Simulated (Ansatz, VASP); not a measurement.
**Two plane-wave programs on Tl**

```
Tl
1.0
     3.18076    0.00000    0.00000
     0.00000    3.18076    0.00000
     0.00000    0.00000    3.18076
Tl
1
Cartesian
  0.0000 0.0000 0.0000
```

Alike in both runs: task single point; functional PBEsol; k mesh 11 × 11 × 11; occupations fermi-dirac, width 0.1 eV; no spin polarisation.

```csv
,VASP,Ansatz
version,VASP 6.6.1,Ansatz 0.2.0
potentials or method,"VASP PAW PBE potentials, release 64 (Tl_d), cutoff 520 eV","plane waves (420 eV) with PAW, scalar-relativistic"
valence electrons in the cell,13,13
```

|  | VASP | Ansatz | Ansatz less VASP |
| --- | --- | --- | --- |
| pressure (GPa) | -1.0 | -0.9 | +0.06 |

VASP's potentials were made for PBE, not for PBEsol, and Ansatz warns of the same on its side.

Spin-orbit coupling is off throughout.
